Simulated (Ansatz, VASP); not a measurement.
**Two plane-wave programs on ZnS**

The input INCAR:

```
  ALGO = Normal
  EDIFF = 1E-6
  ENCUT = 520
  GGA = PE
  ISIF = 2
  ISMEAR = 0
  LASPH = T
  LCHARG = F
  LREAL = F
  LWAVE = F
  NBANDS = 46
  NELM = 60
  PREC = Accurate
  SIGMA = 0.01
```

KPOINTS

```
k-points
0
Gamma
  6 6 2
```

Contents of POSCAR:

```
ZnS
1.0
    3.8467262793      0.0000000000      0.0000000000
   -1.9233631397      3.3313626793      0.0000000000
    0.0000000000      0.0000000000     12.5900911673
Zn S
4 4
Direct
    0.0000000000      0.0000000000      0.0000505559
    0.0000000000      0.0000000000      0.5000505559
    0.3333333333      0.6666666667      0.2500239772
    0.6666666667      0.3333333333      0.7500239772
    0.0000000000      0.0000000000      0.1872897615
    0.0000000000      0.0000000000      0.6872897615
    0.3333333333      0.6666666667      0.4376357054
    0.6666666667      0.3333333333      0.9376357054
```

Input for Ansatz:

```yaml
crystal:
  lattice:
    - [3.8467262793, 0.0, 0.0]
    - [-1.9233631397, 3.3313626793, 0.0]
    - [0.0, 0.0, 12.5900911673]
  atoms:
    - { symbol: Zn, position: [0.0, 0.0, 5.05559e-05] }
    - { symbol: Zn, position: [0.0, 0.0, 0.5000505559] }
    - { symbol: Zn, position: [0.3333333333, 0.6666666667, 0.2500239772] }
    - { symbol: Zn, position: [0.6666666667, 0.3333333333, 0.7500239772] }
    - { symbol: S, position: [0.0, 0.0, 0.1872897615] }
    - { symbol: S, position: [0.0, 0.0, 0.6872897615] }
    - { symbol: S, position: [0.3333333333, 0.6666666667, 0.4376357054] }
    - { symbol: S, position: [0.6666666667, 0.3333333333, 0.9376357054] }
kpoints:
  mp_grid: { grid: [6, 6, 2] }
hamiltonian:
  xc: pbe
scf:
  occupations: { method: fixed }
  n_extra_bands: 6
output:
  forces: true
  stress: true
  eigenvalues: true
```

Alike in both runs: task single point; functional PBE; k mesh 6 × 6 × 2; no spin polarisation.

|  | VASP | Ansatz |
| --- | --- | --- |
| version | VASP 6.6.1 | Ansatz 0.2.0 |
| potentials or method | VASP PAW PBE potentials, release 64 (Zn, S) | plane waves, PAW |
| plane-wave cutoff (eV) | 520 | 420 |
| occupations | gaussian, width 0.01 eV | fixed |
| valence electrons in the cell | 72 | 72 |

|  | VASP | Ansatz | Ansatz less VASP |
| --- | --- | --- | --- |
| gap on the k mesh at the Fermi level (eV) | 2.05 | 2.05 | -0.004 |
| pressure (GPa) | 0.2 | 0.0 | -0.15 |
